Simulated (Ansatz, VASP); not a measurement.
**Sr in VASP and in Ansatz**

```
CELL_PARAMETERS angstrom
-2.37592 2.37592 2.37592
2.37592 -2.37592 2.37592
2.37592 2.37592 -2.37592
ATOMIC_POSITIONS crystal
Sr 0.00000 0.00000 0.00000
```

Change from the starting cell: volume scaled by 0.9405, PAW files.

Alike in both runs: task electric field gradients; functional PBE; k mesh 12 × 12 × 12; occupations fermi-dirac, width 0.05 eV; no spin polarisation.

|  | VASP | Ansatz |
| --- | --- | --- |
| version | VASP 6.6.1 | Ansatz 0.2.0 |
| potentials or method | VASP PAW PBE potentials, release 64 (Sr_sv) | PAW with Ansatz's default frozen-core files, scalar-relativistic |
| plane-wave cutoff (eV) | 520 | 420 |
| valence electrons in the cell | 10 | 10 |

```csv
,VASP,Ansatz,Ansatz less VASP
pressure (GPa),0.1,0.1,0.00
```

The functional is the same, so the differences come from potentials, cutoffs and numerics.
